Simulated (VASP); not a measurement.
# TiPt3 in VASP: notebook

TiPt3 is run at these levels: PBEsol; tasks: single point.

Everything below comes from runs of VASP 6.6.1. Logs are shortened: lines on timing, memory, paths and dates and some standing lists are left out, and cuts for length are marked.

### Step 1. The cell of the first run

Symmetry: R-3m, No. 166, trigonal system. Conventional cell: a = 5.566 Å, b = 5.566 Å, c = 6.615 Å, α = 90.00°, β = 90.00°, γ = 120.00°. Within 3.6 Å of Ti (site symmetry -3m) lie 12 Pt at 2.73 to 2.78 Å. Pt (site symmetry 2/m) has 4 Ti at 2.73 to 2.78 Å and 8 Pt at 2.73 to 2.78 Å within 3.6 Å.

### Step 2. Single point, PBEsol (equal xy, yz and zx shear strains of -2 %)

Input file INCAR:

```
PREC = Accurate
ENCUT = 520
EDIFF = 1E-6
ISMEAR = -1
SIGMA = 0.05
LREAL = F
LASPH = T
NELM = 60
ALGO = Normal
ISIF = 2
LWAVE = F
LCHARG = F
GGA = PS
NBANDS = 29
```

Input file KPOINTS:

```
Automatic mesh
0
Gamma
  9 9 9
```

Input file POSCAR:

```
TiPt3
1.0
    3.8970000000     -0.0389700000     -0.0389700000
   -0.0389700000      3.8970000000     -0.0389700000
   -0.0389700000     -0.0389700000      3.8970000000
Ti Pt
1 3
Direct
    0.0000000000      0.0000000000      0.0000000000
    0.0000000000      0.5000000000      0.5000000000
    0.5000000000      0.0000000000      0.5000000000
    0.5000000000      0.5000000000      0.0000000000
```

Potentials or basis: VASP PAW PBE potentials, release 64 (Ti_sv, Pt).

Launch:

```bash
cat potpaw_PBE.64/Ti_sv/POTCAR potpaw_PBE.64/Pt/POTCAR > POTCAR
mpirun -np 1 vasp_std > vasp.out
```

OUTCAR:

```text
PREC = Accurate
   ENCUT = 520
   EDIFF = 1E-6
   ISMEAR = -1
   LREAL = F
   LASPH = T
   NELM = 60
   ISIF = 2
   GGA = PS

 ion  position               nearest neighbor table
   1  0.000  0.000  0.000-   2 2.73   3 2.73   4 2.73   2 2.73   3 2.73   4 2.73   4 2.78   2 2.78
                             3 2.78   4 2.78   3 2.78   2 2.78
   2  0.000  0.500  0.500-   1 2.73   3 2.73   4 2.73   1 2.73   4 2.73   3 2.73   3 2.78   1 2.78
                             3 2.78   4 2.78   4 2.78   1 2.78
   3  0.500  0.000  0.500-   1 2.73   2 2.73   4 2.73   4 2.73   1 2.73   2 2.73   4 2.78   1 2.78
                             1 2.78   2 2.78   4 2.78   2 2.78
   4  0.500  0.500  0.000-   1 2.73   2 2.73   3 2.73   3 2.73   2 2.73   1 2.73   3 2.78   2 2.78
                             1 2.78   2 2.78   3 2.78   1 2.78

  LATTYP: Found a trigonal (rhomboedric) cell.
 ALAT       =     3.8973896805
 COS(alpha) =    -0.0198960208

  Lattice vectors:

 A1 = (   3.8970000000,  -0.0389700000,  -0.0389700000)
 A2 = (  -0.0389700000,   3.8970000000,  -0.0389700000)
 A3 = (  -0.0389700000,  -0.0389700000,   3.8970000000)

Analysis of symmetry for initial positions (statically):
=====================================================================
 Subroutine PRICEL returns:
 Original cell was already a primitive cell.

 Routine SETGRP: Setting up the symmetry group for a
 trigonal (rhombohedral) supercell.

 Subroutine GETGRP returns: Found 12 space group operations
 (whereof 12 operations were pure point group operations)
 out of a pool of 12 trial point group operations.

The static configuration has the point symmetry D_3d.

Analysis of symmetry for dynamics (positions and initial velocities):
=====================================================================
 Subroutine PRICEL returns:
 Original cell was already a primitive cell.

 Routine SETGRP: Setting up the symmetry group for a
 trigonal (rhombohedral) supercell.

 Subroutine GETGRP returns: Found 12 space group operations
 (whereof 12 operations were pure point group operations)
 out of a pool of 12 trial point group operations.

The dynamic configuration has the point symmetry D_3d.

 Subroutine INISYM returns: Found 12 space group operations
 (whereof 12 operations are pure point group operations),
 and found     1 'primitive' translations

----------------------------------------------------------------------------------------

                                     Primitive cell

  volume of cell :      59.1643

  direct lattice vectors                    reciprocal lattice vectors
     3.897000000 -0.038970000 -0.038970000     0.256659497  0.002592520  0.002592520
    -0.038970000  3.897000000 -0.038970000     0.002592520  0.256659497  0.002592520
    -0.038970000 -0.038970000  3.897000000     0.002592520  0.002592520  0.256659497

  length of vectors
     3.897389681  3.897389681  3.897389681     0.256685683  0.256685683  0.256685683

  position of ions in fractional coordinates (direct lattice)
     0.000000000  0.000000000  0.000000000
     0.000000000  0.500000000  0.500000000
     0.500000000  0.000000000  0.500000000
     0.500000000  0.500000000  0.000000000

  ion indices of the primitive-cell ions
   primitive index   ion index
                 1           1
                 2           2
                 3           3
                 4           4

----------------------------------------------------------------------------------------

 KPOINTS: Automatic mesh

Automatic generation of k-mesh.
 Grid dimensions read from file:
 generate k-points for:    9    9    9

 Generating k-lattice:

  Cartesian coordinates                     Fractional coordinates (reciprocal lattice)
     0.028517722  0.000288058  0.000288058     0.111111111 -0.000000000  0.000000000
     0.000288058  0.028517722  0.000288058    -0.000000000  0.111111111  0.000000000
     0.000288058  0.000288058  0.028517722     0.000000000  0.000000000  0.111111111

  Length of vectors
     0.028520631  0.028520631  0.028520631

  Shift w.r.t. Gamma in fractional coordinates (k-lattice)
     0.000000000  0.000000000  0.000000000

 Subroutine IBZKPT returns following result:
 ===========================================

 Found     85 irreducible k-points:

 Following reciprocal coordinates:
            Coordinates               Weight
  0.000000  0.000000  0.000000      1.000000
  0.111111 -0.000000 -0.000000      6.000000
  0.222222 -0.000000 -0.000000      6.000000
  0.333333 -0.000000 -0.000000      6.000000
  0.444444 -0.000000 -0.000000      6.000000
  0.111111  0.111111 -0.000000      6.000000
[... 16 lines left out ...]
 -0.333333  0.333333  0.000000      6.000000
  0.444444  0.444444  0.000000      6.000000
 [... further k-points ...]
   k-points           NKPTS =     85   k-points in BZ     NKDIM =     85   number of bands    NBANDS=     29
   number of dos      NEDOS =    301   number of ions     NIONS =      4
[... 52 lines left out ...]
   NGX = 15   NGY = 15   NGZ = 15

 number of electron      41.9999996 magnetization

 Free energy of the ion-electron system (eV)
  ---------------------------------------------------
  ext. energy  EPLUGINS =         0.00000000
  ---------------------------------------------------
  free energy    TOTEN  =       -32.73051334 eV

  energy without entropy =      -32.71838153  energy(sigma->0) =      -32.72444743

 E-fermi :  11.7133     XC(G=0): -13.4240

 val. band max:       11.6603860781   @ k =  -0.1111   0.1111   0.1111
 cond. band min:      11.7136222795   @ k =  -0.4444   0.4444   0.4444
 fundamental gap:      0.0532362014
 Fermi energy:        11.7133272151

 k-point     1 :       0.0000    0.0000    0.0000
  band No.  band energies     occupation
      1     -46.2300      2.00000
      2     -22.5538      2.00000
      3     -22.5538      2.00000
      4     -22.5461      2.00000
      5       1.4192      2.00000
      6       4.2529      2.00000
[... 21 lines left out ...]
     28      13.7766      0.00000
     29      20.1087      0.00000

 k-point     2 :       0.1111   -0.0000   -0.0000
  band No.  band energies     occupation
      1     -46.2298      2.00000
      2     -22.5564      2.00000
      3     -22.5544      2.00000
      4     -22.5475      2.00000
      5       1.5836      2.00000
      6       4.3573      2.00000
[... 21 lines left out ...]
     28      14.6527      0.00000
     29      19.8114      0.00000

 k-point     3 :       0.2222   -0.0000   -0.0000
  band No.  band energies     occupation
      1     -46.2292      2.00000
      2     -22.5642      2.00000
      3     -22.5558      2.00000
      4     -22.5498      2.00000
      5       2.0593      2.00000
      6       4.6383      2.00000
[... 21 lines left out ...]
     28      16.0910      0.00000
     29      19.2271      0.00000

 k-point     4 :       0.3333   -0.0000   -0.0000
  band No.  band energies     occupation
      1     -46.2285      2.00000
      2     -22.5738      2.00000
      3     -22.5574      2.00000
      4     -22.5517      2.00000
      5       2.7761      2.00000
      6       4.8901      2.00000
[... 21 lines left out ...]
     28      17.6003      0.00000
     29      18.7514      0.00000

 k-point     5 :       0.4444   -0.0000   -0.0000
  band No.  band energies     occupation
      1     -46.2281      2.00000
      2     -22.5802      2.00000
      3     -22.5585      2.00000
      4     -22.5529      2.00000
      5       3.5043      2.00000
      6       4.8397      2.00000
[... 21 lines left out ...]
     28      19.0115      0.00000
     29      19.0294      0.00000
[... 510 lines left out ...]
     28      16.0151      0.00000
     29      21.0794      0.00000

 k-point    22 :      -0.4444    0.3333   -0.0000
  band No.  band energies     occupation
      1     -46.2275      2.00000
      2     -22.5759      2.00000
      3     -22.5675      2.00000
      4     -22.5582      2.00000
      5       4.4866      2.00000
      6       5.4456      2.00000
[... 21 lines left out ...]
     28      15.6885      0.00000
     29      21.2099      0.00000

 k-point    23 :      -0.3333    0.3333    0.0000
  band No.  band energies     occupation
      1     -46.2278      2.00000
      2     -22.5743      2.00000
      3     -22.5656      2.00000
      4     -22.5570      2.00000
      5       3.8342      2.00000
      6       5.6583      2.00000
[... 21 lines left out ...]
     28      16.2481      0.00000
     29      20.1275      0.00000

 k-point    24 :       0.4444    0.4444    0.0000
  band No.  band energies     occupation
      1     -46.2273      2.00000
      2     -22.5752      2.00000
      3     -22.5706      2.00000
      4     -22.5594      2.00000
      5       5.1533      2.00000
      6       5.2916      2.00000
[... 21 lines left out ...]
     28      15.2864      0.00000
     29      21.5655      0.00000

 [... further k-points ...]

------------------------ aborting loop because EDIFF is reached ----------------------------------------

  FORCE on cell =-STRESS in cart. coord.  units (eV):
  Direction    XX          YY          ZZ          XY          YZ          ZX
  --------------------------------------------------------------------------------------
  -------------------------------------------------------------------------------------
  Total        0.2346942      0.2346942      0.2346942      1.1239987      1.1239987      1.1239987
  in kB        6.3555475      6.3555475      6.3555475     30.4380162     30.4380162     30.4380162
  external PRESSURE =       6.3555475 kB  Pullay stress =       0.0000000 kB

 VOLUME and BASIS-vectors are now :
 -----------------------------------------------------------------------------
  energy-cutoff  :      520.00
  volume of cell :       59.16
      direct lattice vectors                 reciprocal lattice vectors
     3.897000000 -0.038970000 -0.038970000     0.256659497  0.002592520  0.002592520
    -0.038970000  3.897000000 -0.038970000     0.002592520  0.256659497  0.002592520
    -0.038970000 -0.038970000  3.897000000     0.002592520  0.002592520  0.256659497

 POSITION                                       TOTAL-FORCE (eV/Angst)
 -----------------------------------------------------------------------------------
      0.00000      0.00000      0.00000        -0.000000      0.000000      0.000000
     -0.03897      1.92901      1.92901         0.000000      0.000000      0.000000
      1.92901     -0.03897      1.92901        -0.000000     -0.000000     -0.000000
      1.92901      1.92901     -0.03897         0.000000     -0.000000      0.000000
 -----------------------------------------------------------------------------------
    total drift:                                0.000000      0.000000     -0.000000

  FREE ENERGIE OF THE ION-ELECTRON SYSTEM (eV)
  ---------------------------------------------------
  free  energy   TOTEN  =       -32.7305133356 eV

  energy  without entropy=      -32.7183815336  energy(sigma->0) =      -32.72444743
```

It took 2.4 min on 1 thread of Intel Xeon Platinum 8488C (Sapphire Rapids), shared host; peak memory 0.26 GiB.

Results:

- Free energy: -32.7305 eV
- Pressure: 0.6 GPa
- Band gap on the k mesh: zero (bands 21 and 22 overlap by 1.49 eV)

Stress tensor (GPa, compression positive):
```
0.64 3.04 3.04
3.04 0.64 3.04
3.04 3.04 0.64
```

Levels at points of the mesh, in eV from the Fermi level:
| k point | band 17 | band 18 | band 19 | band 20 | band 21 | band 22 | band 23 | band 24 | band 25 | band 26 |
| --- | --- | --- | --- | --- | --- | --- | --- | --- | --- | --- |
| (0.00, 0.00, 0.00) | -0.55 | 0.03 | 0.03 | 0.08 | 1.40 | 1.40 | 1.53 | 1.53 | 1.56 | 2.03 |

Caveat: the cell differs from its parent crystal (equal xy, yz and zx shear strains of -2 %); the PAW data sets were made with another functional, which shifts forces and pressure a little; spin-orbit coupling is left out, which moves the levels of the heavy elements.

### Step 3. Single point, PBEsol (equal xy, yz and zx shear strains of -1 %)

Input file INCAR:

```
SYSTEM = TiPt3
PREC = Accurate ; ENCUT = 520
EDIFF = 1E-6 ; ISMEAR = -1
SIGMA = 0.05 ; LREAL = .False.
LASPH = .True. ; NELM = 80
ALGO = Normal ; ISIF = 2
LWAVE = .False. ; LCHARG = .False.
GGA = PS ; NBANDS = 29
```

Input file KPOINTS:

```
regular mesh
0
Gamma
  9 9 9
  0 0 0
```

Input file POSCAR:

```
TiPt3
1.0
    3.8970000000     -0.0194850000     -0.0194850000
   -0.0194850000      3.8970000000     -0.0194850000
   -0.0194850000     -0.0194850000      3.8970000000
Ti Pt
1 3
Direct
    0.0000000000      0.0000000000      0.0000000000
    0.0000000000      0.5000000000      0.5000000000
    0.5000000000      0.0000000000      0.5000000000
    0.5000000000      0.5000000000      0.0000000000
```

Potentials or basis: VASP PAW PBE potentials, release 64 (Ti_sv, Pt).

Launch:

```bash
cat potpaw_PBE.64/Ti_sv/POTCAR potpaw_PBE.64/Pt/POTCAR > POTCAR
mpirun -np 1 vasp_std > vasp.out
```

Run time: 2.1 min. Hardware: 1 thread of Intel Xeon Platinum 8488C (Sapphire Rapids), shared host; peak memory 0.26 GiB.

The run converged. Its results:

```
Free energy            : -32.7561 eV
Pressure               : 0.3 GPa
Band gap on the k mesh : zero (bands 21 and 22 overlap by 1.52 eV)
```

Stress tensor (GPa, compression positive):
```
0.34 1.53 1.53
1.53 0.34 1.53
1.53 1.53 0.34
```

Levels at points of the mesh, in eV from the Fermi level:
```tsv
k point	band 17	band 18	band 19	band 20	band 21	band 22	band 23	band 24	band 25	band 26
(0.00, 0.00, 0.00)	-0.54	0.03	0.03	0.05	1.40	1.40	1.52	1.52	1.54	2.04
```

Caveat: the cell differs from its parent crystal (equal xy, yz and zx shear strains of -1 %); the PAW data sets were made with another functional, which shifts forces and pressure a little; spin-orbit coupling is left out, which moves the levels of the heavy elements.

### Step 4. Single point, PBEsol (equal xy, yz and zx shear strains of +1 %)

Input file INCAR:

```
  PREC = Accurate
  ENCUT = 520
  EDIFF = 1E-7
  ISMEAR = -1
  SIGMA = 0.05
  LREAL = False
  LASPH = True
  NELM = 80
  ALGO = Normal
  ISIF = 2
  LWAVE = False
  LCHARG = False
  GGA = PS
  NBANDS = 29
```

Input file KPOINTS:

```
Automatic mesh
0
Gamma
  9 9 9
```

Input file POSCAR:

```
TiPt3
1.0
    3.8970000000      0.0194850000      0.0194850000
    0.0194850000      3.8970000000      0.0194850000
    0.0194850000      0.0194850000      3.8970000000
Ti Pt
1 3
Direct
    0.0000000000      0.0000000000      0.0000000000
    0.0000000000      0.5000000000      0.5000000000
    0.5000000000      0.0000000000      0.5000000000
    0.5000000000      0.5000000000      0.0000000000
```

Launch:

```bash
cat potpaw_PBE.64/Ti_sv/POTCAR potpaw_PBE.64/Pt/POTCAR > POTCAR
mpirun -np 1 vasp_std > vasp.out
```

It took 2.5 min on 1 thread of Intel Xeon Platinum 8488C (Sapphire Rapids), shared host; peak memory 0.26 GiB.

The run converged. Its results:

```
Free energy            : -32.7561 eV
Pressure               : 0.3 GPa
Band gap on the k mesh : zero (bands 21 and 22 overlap by 1.52 eV)
```

Stress tensor (GPa, compression positive):
```
 0.35 -1.55 -1.55
-1.55  0.35 -1.55
-1.55 -1.55  0.35
```

Levels at points of the mesh, in eV from the Fermi level:
```tsv
k point	band 17	band 18	band 19	band 20	band 21	band 22	band 23	band 24	band 25	band 26
(0.00, 0.00, 0.00)	-0.54	0.04	0.04	0.04	1.40	1.40	1.52	1.54	1.54	2.04
```

Caveat: the cell differs from its parent crystal (equal xy, yz and zx shear strains of +1 %); the PAW data sets were made with another functional, which shifts forces and pressure a little; spin-orbit coupling is left out, which moves the levels of the heavy elements.

### Step 5. Single point, PBEsol (equal xy, yz and zx shear strains of +2 %)

Input file INCAR:

```
SYSTEM = TiPt3
  ALGO = Normal
  EDIFF = 1E-6
  ENCUT = 520
  GGA = PS
  ISIF = 2
  ISMEAR = -1
  LASPH = .TRUE.
  LCHARG = .FALSE.
  LREAL = .FALSE.
  LWAVE = .FALSE.
  NBANDS = 29
  NELM = 100
  PREC = Accurate
  SIGMA = 0.05
```

Input file KPOINTS:

```
k-points
0
G
  9 9 9
  0 0 0
```

Input file POSCAR:

```
TiPt3
1.0
    3.8970000000      0.0389700000      0.0389700000
    0.0389700000      3.8970000000      0.0389700000
    0.0389700000      0.0389700000      3.8970000000
Ti Pt
1 3
Direct
    0.0000000000      0.0000000000      0.0000000000
    0.0000000000      0.5000000000      0.5000000000
    0.5000000000      0.0000000000      0.5000000000
    0.5000000000      0.5000000000      0.0000000000
```

Launch:

```bash
cat potpaw_PBE.64/Ti_sv/POTCAR potpaw_PBE.64/Pt/POTCAR > POTCAR
mpirun -np 1 vasp_std > vasp.out
```

It took 2.2 min on 1 thread of Intel Xeon Platinum 8488C (Sapphire Rapids), shared host; peak memory 0.26 GiB.

The run converged. Its results:

| Quantity | Value |
| --- | --- |
| Free energy | -32.7304 eV |
| Pressure | 0.6 GPa |
| Band gap on the k mesh | zero (bands 21 and 22 overlap by 1.50 eV) |

Stress tensor (GPa, compression positive):
```
 0.63 -3.11 -3.11
-3.11  0.63 -3.11
-3.11 -3.11  0.63
```

Levels at points of the mesh, in eV from the Fermi level:
```
           k point  band 19  band 20  band 21  band 22  band 23  band 24
(0.00, 0.00, 0.00)     0.04     0.07     1.40     1.40     1.52     1.55
```

Caveat: the cell differs from its parent crystal (equal xy, yz and zx shear strains of +2 %); the PAW data sets were made with another functional, which shifts forces and pressure a little; spin-orbit coupling is left out, which moves the levels of the heavy elements.

### Step 6. Single point, PBEsol (14.20 Å³/atom)

This run uses another cell than the first one, of 14.20 Å³/atom.

Input file INCAR:

```
  PREC = Accurate
  ENCUT = 500
  EDIFF = 1E-6
  ISMEAR = -1
  SIGMA = 0.05
  LREAL = False
  LASPH = True
  NELM = 120
  ALGO = Normal
  ISIF = 2
  LWAVE = False
  LCHARG = True
  GGA = PS
  LELF = True
  LVHAR = True
  NBANDS = 29
  GGA_COMPAT = False
```

Input file KPOINTS:

```
Automatic mesh
0
Gamma
  9 9 9
```

Input file POSCAR:

```
TiPt3
1.0
    3.8443313815      0.0000000000      0.0000000000
    0.0000000000      3.8443313815      0.0000000000
    0.0000000000      0.0000000000      3.8443313815
Ti Pt
1 3
Direct
    0.0000000000      0.0000000000      0.0000000000
    0.0000000000      0.5000000000      0.5000000000
    0.5000000000      0.0000000000      0.5000000000
    0.5000000000      0.5000000000      0.0000000000
```

Potentials or basis: VASP PAW PBE potentials, release 64 (Ti_sv, Pt).

Launch:

```bash
cat potpaw_PBE.64/Ti_sv/POTCAR potpaw_PBE.64/Pt/POTCAR > POTCAR
mpirun -np 1 vasp_std > vasp.out
```

Run time: 54 s. Hardware: 1 thread of AMD EPYC 7R13, shared host; peak memory 0.16 GiB.

It converged, with:

```yaml
Free_energy: -32.6731 eV
Pressure: 12.4 GPa
Band_gap_on_the_k_mesh: zero (bands 21 and 22 overlap by 1.68 eV)
```

Levels at points of the mesh, in eV from the Fermi level:
| k point | band 17 | band 18 | band 19 | band 20 | band 21 | band 22 | band 23 | band 24 | band 25 | band 26 |
| --- | --- | --- | --- | --- | --- | --- | --- | --- | --- | --- |
| (0.00, 0.00, 0.00) | -0.53 | 0.07 | 0.07 | 0.07 | 1.48 | 1.48 | 1.51 | 1.51 | 1.51 | 2.18 |

Caveat: the cell stands under pressure; the PAW data sets were made with another functional, which shifts forces and pressure a little; spin-orbit coupling is left out, which moves the levels of the heavy elements.

### Step 7. Summary

```tsv
cell	cutoff (eV)	gap on the mesh (eV)	pressure (GPa)
a = 3.897 Å, angles 91.1°, 4 atoms	520	none	0.6
a = 3.897 Å, angles 90.6°, 4 atoms	520	none	0.3
a = 3.897 Å, angles 89.4°, 4 atoms	520	none	0.3
a = 3.897 Å, angles 88.8°, 4 atoms	520	none	0.6
a = 3.844 Å, 4 atoms	500	none	12.4
```

Alike in all rows: task single point; level PBEsol; potentials or basis VASP PAW PBE potentials, release 64 (Ti_sv, Pt); no spin polarisation; k mesh 9 × 9 × 9; smearing fermi-dirac 0.05 eV.

Caveats: the PAW data sets were made with another functional, which shifts forces and pressure a little; spin-orbit coupling is left out, which moves the levels of the heavy elements; the cell stands under pressure (at least some runs).

Total energies depend on the potentials used, so only differences within one code and one set of settings carry meaning.
